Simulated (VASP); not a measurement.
# TePb (Fm-3m) in VASP: notebook, part 2 of 2

VASP 6.6.1. Earlier steps stand in the parts before.

## Step 3: Single point, PBE (strain +1.0%)

The input, INCAR:

```
SYSTEM = TePb
  PREC = Accurate
  ENCUT = 520
  EDIFF = 1E-6
  ISMEAR = 0
  SIGMA = 0.01
  LREAL = .False.
  LASPH = .True.
  NELM = 60
  ALGO = Normal
  ISIF = 2
  LWAVE = .False.
  LCHARG = .False.
  GGA = PE
  NBANDS = 17
```

The input, KPOINTS:

```
Automatic mesh
0
Gamma
  4 4 4
  0 0 0
```

The input, POSCAR:

```
TePb
1.0
    0.0000000000      3.3005152173      3.3005152173
    3.3005152173      0.0000000000      3.3005152173
    3.3005152173      3.3005152173      0.0000000000
Pb Te
1 1
Direct
    0.0000000000      0.0000000000      0.0000000000
    0.5000000000      0.5000000000      0.5000000000
```

Potentials or basis: VASP PAW PBE potentials, release 64 (Pb_d, Te).

Launch:

```
$ cat potpaw_PBE.64/Pb_d/POTCAR potpaw_PBE.64/Te/POTCAR > POTCAR
$ mpirun -np 1 vasp_std > vasp.out
```

OUTCAR:

```text
SYSTEM = TePb
   PREC = Accurate
   ENCUT = 520
   EDIFF = 1E-6
   ISMEAR = 0
   LREAL = .False.
   LASPH = .True.
   NELM = 60
   ISIF = 2
   GGA = PE

 ion  position               nearest neighbor table
   1  0.000  0.000  0.000-   2 3.30   2 3.30   2 3.30   2 3.30   2 3.30   2 3.30
   2  0.500  0.500  0.500-   1 3.30   1 3.30   1 3.30   1 3.30   1 3.30   1 3.30

  LATTYP: Found a face centered cubic cell.
 ALAT       =     6.6010304346

  Lattice vectors:

 A1 = (   0.0000000000,   3.3005152173,   3.3005152173)
 A2 = (   3.3005152173,   0.0000000000,   3.3005152173)
 A3 = (   3.3005152173,   3.3005152173,   0.0000000000)

Analysis of symmetry for initial positions (statically):
=====================================================================
 Subroutine PRICEL returns:
 Original cell was already a primitive cell.

 Routine SETGRP: Setting up the symmetry group for a
 face centered cubic supercell.

 Subroutine GETGRP returns: Found 48 space group operations
 (whereof 48 operations were pure point group operations)
 out of a pool of 48 trial point group operations.

The static configuration has the point symmetry O_h .

Analysis of symmetry for dynamics (positions and initial velocities):
=====================================================================
 Subroutine PRICEL returns:
 Original cell was already a primitive cell.

 Routine SETGRP: Setting up the symmetry group for a
 face centered cubic supercell.

 Subroutine GETGRP returns: Found 48 space group operations
 (whereof 48 operations were pure point group operations)
 out of a pool of 48 trial point group operations.

The dynamic configuration has the point symmetry O_h .

 Subroutine INISYM returns: Found 48 space group operations
 (whereof 48 operations are pure point group operations),
 and found     1 'primitive' translations

----------------------------------------------------------------------------------------

[... 94 lines left out ...]
     AMIX     =   0.40;   BMIX     =  1.00
     AMIX_MAG =   1.60;   BMIX_MAG =  1.00
  volume/ion in A,a.u.               =      35.95       242.63
  Fermi-wavevector in a.u.,A,eV,Ry     =   1.068628  2.019414 15.537379  1.141965
  Thomas-Fermi vector in A             =   2.204282
   LORBIT       =      0    0 simple, 1 ext, 2 COOP (PROOUT), +10 PAW based schemes
   GGA     = PE    functional components
   LHFCALC =     F    Hartree Fock is set to
   AEXX    =    0.0000 exact exchange contribution
   IVDW    =     0    specifies the selected vdW correction
   LEPSILON=     F    determine dielectric tensor
   LRPA    =     F    only Hartree local field effects (RPA)
 non-spin polarized calculation
 Gauss-broadening in eV      SIGMA  =   0.01
  energy-cutoff  :      520.00
  volume of cell :       71.91
 maximum number of plane-waves:      1964
 NGX is ok and might be reduce to    36
   NGX = 17   NGY = 17   NGZ = 17

 number of electron      19.9999997 magnetization

 Free energy of the ion-electron system (eV)
  ---------------------------------------------------
  ext. energy  EPLUGINS =         0.00000000
  ---------------------------------------------------
  free energy    TOTEN  =        -7.51377430 eV

  energy without entropy =       -7.51377430  energy(sigma->0) =       -7.51377430

 E-fermi :   4.8973     XC(G=0):  -9.0187

 val. band max:        4.8151859035   @ k =   0.5000   0.0000   0.0000
 cond. band min:       5.6719352079   @ k =   0.5000   0.0000   0.0000
 fundamental gap:      0.8567493044
 Fermi energy:         4.8972550170

 k-point     1 :       0.0000    0.0000    0.0000
  band No.  band energies     occupation
      1     -11.8128      2.00000
      2     -11.8128      2.00000
      3     -11.8078      2.00000
      4     -11.8078      2.00000
      5     -11.8078      2.00000
      6      -6.6863      2.00000
[... 137 lines left out ...]
      4     -11.8020      2.00000
      5     -11.7881      2.00000
      6      -5.0850      2.00000
[... 9 lines left out ...]
     16      15.6020      0.00000
     17      15.6784      0.00000

------------------------ aborting loop because EDIFF is reached ----------------------------------------

  FORCE on cell =-STRESS in cart. coord.  units (eV):
  Direction    XX          YY          ZZ          XY          YZ          ZX
  --------------------------------------------------------------------------------------
  -------------------------------------------------------------------------------------
  Total       -0.2660136     -0.2660136     -0.2660136      0.0000000      0.0000000     -0.0000000
  in kB       -5.9270580     -5.9270580     -5.9270580      0.0000000      0.0000000     -0.0000000
  external PRESSURE =      -5.9270580 kB  Pullay stress =       0.0000000 kB

 VOLUME and BASIS-vectors are now :
 -----------------------------------------------------------------------------
  energy-cutoff  :      520.00
  volume of cell :       71.91
      direct lattice vectors                 reciprocal lattice vectors
     0.000000000  3.300515217  3.300515217    -0.151491500  0.151491500  0.151491500
     3.300515217  0.000000000  3.300515217     0.151491500 -0.151491500  0.151491500
     3.300515217  3.300515217  0.000000000     0.151491500  0.151491500 -0.151491500

 POSITION                                       TOTAL-FORCE (eV/Angst)
 -----------------------------------------------------------------------------------
      0.00000      0.00000      0.00000         0.000000      0.000000      0.000000
      3.30052      3.30052      3.30052         0.000000      0.000000     -0.000000
 -----------------------------------------------------------------------------------
    total drift:                               -0.000000      0.000000      0.000000

  FREE ENERGIE OF THE ION-ELECTRON SYSTEM (eV)
  ---------------------------------------------------
  free  energy   TOTEN  =        -7.5137742977 eV

  energy  without entropy=       -7.5137742977  energy(sigma->0) =       -7.51377430
```

OSZICAR:

```text
N       E                     dE             d eps       ncg     rms          rms(c)
DAV:   1     0.150797896737E+03    0.15080E+03   -0.90284E+03   272   0.111E+03
DAV:   2     0.303695633249E+01   -0.14776E+03   -0.14365E+03   291   0.289E+02
DAV:   3    -0.738267567248E+01   -0.10420E+02   -0.10371E+02   347   0.843E+01
DAV:   4    -0.765414782144E+01   -0.27147E+00   -0.27139E+00   344   0.162E+01
DAV:   5    -0.766751253544E+01   -0.13365E-01   -0.13364E-01   404   0.326E+00    0.294E+00
DAV:   6    -0.751577181316E+01    0.15174E+00   -0.35212E-01   390   0.376E+00    0.178E+00
DAV:   7    -0.751158620181E+01    0.41856E-02   -0.93236E-02   336   0.141E+00    0.909E-01
DAV:   8    -0.751408548265E+01   -0.24993E-02   -0.12073E-02   323   0.110E+00    0.221E-01
DAV:   9    -0.751370405203E+01    0.38143E-03   -0.20532E-03   385   0.459E-01    0.802E-02
DAV:  10    -0.751377174029E+01   -0.67688E-04   -0.19432E-04   319   0.874E-02    0.200E-02
DAV:  11    -0.751377468204E+01   -0.29418E-05   -0.51545E-05   394   0.637E-02    0.134E-02
DAV:  12    -0.751377429767E+01    0.38438E-06   -0.40055E-06   318   0.104E-02
   1 F= -.75137743E+01 E0= -.75137743E+01  d E =-.197741E-32
```

It took 10 s on 1 thread of AMD EPYC 7R13, shared host; peak memory 0.2 GiB.

What came out:

| Quantity | Value |
| --- | --- |
| Free energy | -7.5138 eV |
| Pressure | -0.6 GPa |
| Band gap on the k mesh | 0.86 eV, direct |

Caveat: the cell differs from its parent crystal (strain +1.0%); spin-orbit coupling is left out, which moves the levels of the heavy elements. A k mesh can miss the band edges.

## Step 4: Single point, PBE (strain +2.0%)

The input, INCAR:

```
ALGO = Normal ; EDIFF = 1E-6
ENCUT = 520 ; GGA = PE
ISIF = 2 ; ISMEAR = 0
LASPH = T ; LCHARG = F
LREAL = F ; LWAVE = F
NBANDS = 17 ; NELM = 80
PREC = Accurate ; SIGMA = 0.01
```

The input, KPOINTS:

```
k-points
0
Gamma
  4 4 4
```

The input, POSCAR:

```
TePb
1.0
    0.0000000000      3.3331935858      3.3331935858
    3.3331935858      0.0000000000      3.3331935858
    3.3331935858      3.3331935858      0.0000000000
Pb Te
1 1
Direct
    0.0000000000      0.0000000000      0.0000000000
    0.5000000000      0.5000000000      0.5000000000
```

Launch:

```
$ cat potpaw_PBE.64/Pb_d/POTCAR potpaw_PBE.64/Te/POTCAR > POTCAR
$ mpirun -np 1 vasp_std > vasp.out
```

It took 10 s on 1 thread of AMD EPYC 7R13, shared host; peak memory 0.21 GiB.

It converged, with:

* Free energy: -7.4995 eV
* Pressure: -1.6 GPa
* Band gap on the k mesh: 0.90 eV, direct

Levels at points of the mesh, in eV from the valence-band top:
```csv
k point,band 8,band 9,band 10,band 11,band 12,band 13
"(0.00, 0.00, 0.00)",-1.00,-1.00,-1.00,3.97,3.97,3.97
"(0.50, 0.00, 0.00)",-0.60,-0.60,0.00,0.90,1.49,1.49
"(0.50, 0.50, 0.00)",-3.79,-2.28,-2.28,3.69,5.15,5.15
```

Caveat: the cell differs from its parent crystal (strain +2.0%); spin-orbit coupling is left out, which moves the levels of the heavy elements.

## Step 5: The runs side by side

| cell | gap on the mesh (eV) | pressure (GPa) |
| --- | --- | --- |
| a = 4.575 Å, angles 60.0°, 2 atoms | 0.74 | 1.9 |
| a = 4.668 Å, angles 60.0°, 2 atoms | 0.86 | -0.6 |
| a = 4.714 Å, angles 60.0°, 2 atoms | 0.90 | -1.6 |

Alike in all rows: task single point; level PBE; potentials or basis VASP PAW PBE potentials, release 64 (Pb_d, Te); no spin polarisation; k mesh 4 × 4 × 4; cutoff (eV) 520; smearing gaussian 0.01 eV.

Caveats: some runs use coarse meshes; spin-orbit coupling is left out, which moves the levels of the heavy elements.

Total energies depend on the potentials used, so only differences within one code and one set of settings carry meaning.
